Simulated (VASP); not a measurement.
The system is LiCl.

```
Li Cl
1.0
     0.00000    2.53318    2.53318
     2.53318    0.00000    2.53318
     2.53318    2.53318    0.00000
Li Cl
1 1
Direct
  0.00000 0.00000 0.00000
  0.50000 0.50000 0.50000
```

Base run:

| Quantity | Value |
| --- | --- |
| Program | VASP 6.6.1 |
| Functional | r2SCAN |
| Potentials or basis | VASP PAW PBE potentials, release 64 (Li_sv, Cl) |
| Cutoff | 520 eV |
| k mesh | 8 × 8 × 8 |
| Occupations | fermi-dirac, width 0.05 eV |
| Spin | no spin polarisation |

Its results: band gap on the k mesh 7.54 eV, direct.

**Question.** The run is repeated on the same cell with these changes: functional from r2SCAN to PBEsol; further incar settings from ALGO = Normal; EDIFF = 1e-07; NBANDS = 12 to ALGO = Normal; EDIFF = 1e-06; NBANDS = 12. What comes out?

**Answer.** Band gap on the k mesh 6.35 eV, direct.

A k mesh can miss the band edges.
